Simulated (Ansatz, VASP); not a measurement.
**One calculation of HfZrS4, two programs**

The input INCAR:

```
SYSTEM = HfZrS4
ALGO = Normal
EDIFF = 1E-7
ENCUT = 520
GGA = PE
ISIF = 2
ISMEAR = 0
LASPH = .True.
LCHARG = .True.
LELF = .True.
LREAL = .False.
LVHAR = .True.
LWAVE = .False.
NBANDS = 32
NELM = 100
PREC = Accurate
SIGMA = 0.02
```

File KPOINTS:

```
k-points
0
Gamma
  12 12 2
  0 0 0
```

File POSCAR:

```
HfZrS4
1.0
    3.6681666455      0.0000000000      0.0000000000
   -1.8340833228      3.1767255003      0.0000000000
    0.0000000000      0.0000000000     13.5893477152
Zr Hf S
1 1 4
Direct
    0.0000000000      0.0000000000      0.0000000000
    0.0000000000      0.0000000000      0.5000000000
    0.6666666667      0.3333333333      0.3941031655
    0.6666666667      0.3333333333      0.8928295379
    0.3333333333      0.6666666667      0.1071704621
    0.3333333333      0.6666666667      0.6058968345
```

Input for Ansatz:

```yaml
crystal:
  lattice:
    - [3.6681666455, 0.0, 0.0]
    - [-1.8340833228, 3.1767255003, 0.0]
    - [0.0, 0.0, 13.5893477152]
  atoms:
    - { symbol: Zr, position: [0.0, 0.0, 0.0] }
    - { symbol: Hf, position: [0.0, 0.0, 0.5] }
    - { symbol: S, position: [0.6666666667, 0.3333333333, 0.3941031655] }
    - { symbol: S, position: [0.6666666667, 0.3333333333, 0.8928295379] }
    - { symbol: S, position: [0.3333333333, 0.6666666667, 0.1071704621] }
    - { symbol: S, position: [0.3333333333, 0.6666666667, 0.6058968345] }
basis:
  ecutwfc: 420
kpoints:
  mp_grid: { grid: [12, 12, 2] }
  band_path:
    path:
      - [[0.0, 0.0, 0.0], [0.5, 0.0, 0.0], [0.33333333, 0.33333333, 0.0], [0.0, 0.0, 0.0], [0.0, 0.0, 0.5], [0.5, 0.0, 0.5], [0.33333333, 0.33333333, 0.5], [0.0, 0.0, 0.5]]
      - [[0.5, 0.0, 0.5], [0.5, 0.0, 0.0]]
      - [[0.33333333, 0.33333333, 0.5], [0.33333333, 0.33333333, 0.0]]
    npoints: 14
hamiltonian:
  xc: pbe
scf:
  occupations: { method: gaussian, width: 0.02 }
  n_extra_bands: 15
output:
  forces: true
  stress: true
  eigenvalues: true
  populations: true
  dos: { projected: true, de: 0.02, nscf_kmesh: { grid: [18, 18, 3] } }
  bader: true
  write_density: true
  write_potential: true
  elf: true
  volumetric_format: npy
```

Alike in both runs: task single point; functional PBE; k mesh 12 × 12 × 2; occupations gaussian, width 0.02 eV; no spin polarisation.

```csv
,VASP,Ansatz
version,VASP 6.6.1,Ansatz 0.2.0
potentials or method,"VASP PAW PBE potentials, release 64 (Zr_sv, Hf_pv, S), cutoff 520 eV","scalar-relativistic, plane waves, PAW"
valence electrons in the cell,46,62
```

```tsv
	VASP	Ansatz	Ansatz less VASP
gap on the k mesh at the Fermi level (eV)	1.13	1.13	0.000
least direct gap on the mesh (eV)	1.69	1.68	-0.007
pressure (GPa)	-0.3	0.0	+0.26
traceless stress, the component that is largest in VASP (GPa)	0.06	0.00	-0.055
rms of the force components (eV/Å)	0.022	0.000	-0.0221
```

Atom by atom the forces differ by 0.022 eV/Å (rms over components). VASP's potentials hold 46 valence electrons a cell and Ansatz's 62, so a difference there can come from the potentials and not from the codes.

Spin-orbit coupling is off throughout.
